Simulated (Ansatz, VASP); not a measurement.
## TiAl in VASP and in Ansatz

```xyz
2
Lattice="3.1863 0.0000 0.0000 0.0000 3.1863 0.0000 0.0000 0.0000 3.1863" Properties=species:S:1:pos:R:3 pbc="T T T"
Ti    0.0000    0.0000    0.0000
Al    1.5932    1.5932    1.5932
```

Alike in both runs: functional PBE; k mesh 14 × 14 × 14; occupations gaussian, width 0.1 eV; no spin polarisation.

Ansatz relaxed the structure, and its values are those at the end. VASP's run is a single point on that final structure, the one shown.

|  | VASP | Ansatz |
| --- | --- | --- |
| version | VASP 6.6.1 | Ansatz 0.2.0 |
| potentials or method | VASP PAW PBE potentials, release 64 (Ti_sv, Al), cutoff 520 eV | scalar-relativistic, plane waves, PAW |
| valence electrons in the cell | 15 | 15 |

Ansatz gave:

| Quantity | Value |
| --- | --- |
| gap on the k mesh at the Fermi level (eV) | none |
| pressure (GPa) | 0.0 |

**Question.** Estimate VASP's values.

**Answer.** gap on the k mesh at the Fermi level (eV): none; pressure (GPa): -0.1.

A gap of «none» marks a metal or a gap that the smearing closes.
